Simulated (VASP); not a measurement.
Set up this calculation in VASP 6.6.1, as the native input.

```
Task                   : single point
Functional             : PBE
Dispersion             : D4
Potentials or basis    : VASP PAW PBE potentials, release 64 (Pt, Se)
Cutoff                 : 520 eV
k mesh                 : 8 × 8 × 8
Occupations            : fermi-dirac, width 0.02 eV
Spin                   : no spin polarisation
Dipole correction      : no
Further INCAR settings : ALGO = Normal; EDIFF = 1e-06; NBANDS = 18
```

The structure of PtSe2 lies in POSCAR:

```
PtSe2
1.0
    1.8554205287      1.0712275417      5.5475051982
   -1.8554205287      1.0712275417      5.5475051982
    0.0000000000     -2.1424550834      5.5475051982
Pt Se
1 2
Direct
    0.0000000000      0.0000000000      0.0000000000
    0.2539475216      0.2539475216      0.2539475216
    0.7460524784      0.7460524784      0.7460524784
```

These files were run (other wordings do the same):

INCAR

```
SYSTEM = PtSe2
PREC = Accurate
ENCUT = 520
EDIFF = 1E-6
ISMEAR = -1
SIGMA = 0.02
LREAL = .False.
LASPH = .True.
NELM = 100
ALGO = Normal
ISIF = 2
LWAVE = .False.
LCHARG = .False.
GGA = PE
IVDW = 13
NBANDS = 18
```

KPOINTS

```
Automatic mesh
0
Gamma
  8 8 8
  0 0 0
```

Potentials or basis: VASP PAW PBE potentials, release 64 (Pt, Se).

The run is started by

```bash
$ cat potpaw_PBE.64/Pt/POTCAR potpaw_PBE.64/Se/POTCAR > POTCAR
$ mpirun -np 1 vasp_std > vasp.out
```

Results of the run:

```
Pressure                   : 0.0 GPa
Band gap on the k mesh     : zero (filled and empty bands touch)
Dispersion energy per atom : -0.460 eV
```

Caveat: spin-orbit coupling is left out, which moves the levels of the heavy elements.

Run time: 3.8 min on 1 thread of Intel Xeon 8259CL, on a shared host, peak memory 0.35 GiB.
